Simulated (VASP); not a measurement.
Set up this calculation in VASP 6.6.1, as the native input.

- Task: electric field gradients
- Functional: LDA
- Potentials or basis: VASP PAW LDA potentials, release 64 (Al)
- Cutoff: 520 eV
- k mesh: 17 × 17 × 17
- Occupations: fermi-dirac, width 0.03 eV
- Spin: no spin polarisation
- Dipole correction: no
- Further INCAR settings: ALGO = Normal; EDIFF = 1e-08; NBANDS = 8

The structure of Al lies in POSCAR:

```
Al
1.0
    0.0000000000      1.9966255657      1.9966255657
    1.9966255657      0.0000000000      1.9966255657
    1.9966255657      1.9966255657      0.0000000000
Al
1
Direct
    0.0000000000      0.0000000000      0.0000000000
```

The input as run:

INCAR

```
SYSTEM = Al
  PREC = Accurate
  ENCUT = 520
  EDIFF = 1E-8
  ISMEAR = -1
  SIGMA = 0.03
  LREAL = .False.
  LASPH = .True.
  NELM = 100
  ALGO = Normal
  ISIF = 2
  LWAVE = .False.
  LCHARG = .False.
  GGA = CA
  LEFG = .True.
  NBANDS = 8
```

KPOINTS

```
Automatic mesh
0
Gamma
  17 17 17
  0 0 0
```

Potentials or basis: VASP PAW LDA potentials, release 64 (Al).

Run with:

```sh
$ cat potpaw_LDA.64/Al/POTCAR > POTCAR
$ mpirun -np 1 vasp_std > vasp.out
```

It gave:

```
Pressure                                : -0.6 GPa
Band gap on the k mesh                  : zero (an odd number of electrons rules out a gap without spin polarisation)
Largest electric field gradient by atom : zero within the noise of the run
```

It took 19 s on 1 thread of Intel Xeon 8259CL (shared host), peak memory 0.13 GiB.
